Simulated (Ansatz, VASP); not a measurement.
Two plane-wave programs on Hf2C

```xyz
3
Lattice="3.3755 0.0000 0.0000 -1.6878 2.9233 0.0000 0.0000 0.0000 5.2321" Properties=species:S:1:pos:R:3 pbc="T T T"
Hf    0.0000    0.0000    3.9241
Hf    0.0000    0.0000    1.3080
C     0.0000    1.9489    0.0000
```

Change from the starting cell: ordered vacancies on the anion sites of nickel arsenide (P-6m2, No. 187).

Alike in both runs: task single point; functional PBE; k mesh 6 × 6 × 4; occupations gaussian, width 0.1 eV; no spin polarisation.

```csv
,VASP,Ansatz
version,VASP 6.6.1,Ansatz 0.2.0
potentials or method,"VASP PAW PBE potentials, release 64 (Hf_pv, C), cutoff 520 eV","scalar-relativistic, plane waves, PAW"
valence electrons in the cell,24,56
```

|  | VASP | Ansatz | Ansatz less VASP |
| --- | --- | --- | --- |
| gap on the k mesh at the Fermi level (eV) | none | none | - |
| pressure (GPa) | -2.2 | -1.4 | +0.74 |
| traceless stress, the component that is largest in VASP (GPa) | 23.97 | 24.47 | +0.504 |
| rms of the force components (eV/Å) | 0.288 | 0.244 | -0.0443 |

Atom by atom the forces differ by 0.044 eV/Å (rms over components). A gap of «none» marks a metal or a gap that the smearing closes. VASP's potentials hold 24 valence electrons a cell and Ansatz's 56, so a difference there can come from the potentials and not from the codes.

Spin-orbit coupling is off throughout.
